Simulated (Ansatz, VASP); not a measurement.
# CdTe5 in VASP and in Ansatz

```
CELL_PARAMETERS angstrom
6.97493 0.00000 0.00000
-3.48746 6.04046 0.00000
0.00000 0.00000 4.91084
ATOMIC_POSITIONS crystal
Cd 0.00000 0.00000 0.00000
Te 0.00000 0.50000 0.50000
Te 0.50000 0.50000 0.50000
Te 0.33333 0.66667 0.00000
Te 0.50000 0.00000 0.50000
Te 0.66667 0.33333 0.00000
```

Change from the starting cell: species swapped into the GdRh5 type (P6/mmm, No. 191).

Alike in both runs: functional PBE; k mesh 6 × 6 × 8; occupations gaussian, width 0.1 eV; no spin polarisation.

Ansatz relaxed the structure, and its values are those at the end. VASP's run is a single point on that final structure, the one shown.

```csv
,VASP,Ansatz
version,VASP 6.6.1,Ansatz 0.2.0
potentials or method,"VASP PAW PBE potentials, release 64 (Cd, Te), cutoff 520 eV","scalar-relativistic, plane waves, PAW"
valence electrons in the cell,42,100
```

|  | VASP | Ansatz | Ansatz less VASP |
| --- | --- | --- | --- |
| gap on the k mesh at the Fermi level (eV) | none | none | - |
| pressure (GPa) | 0.0 | 0.0 | +0.05 |

A gap of «none» marks a metal or a gap that the smearing closes. With one functional, cell and mesh, what is left measures potentials, basis and numerics. VASP's potentials hold 42 valence electrons a cell and Ansatz's 100, so a difference there can come from the potentials and not from the codes.

Neither program's run includes spin-orbit coupling.
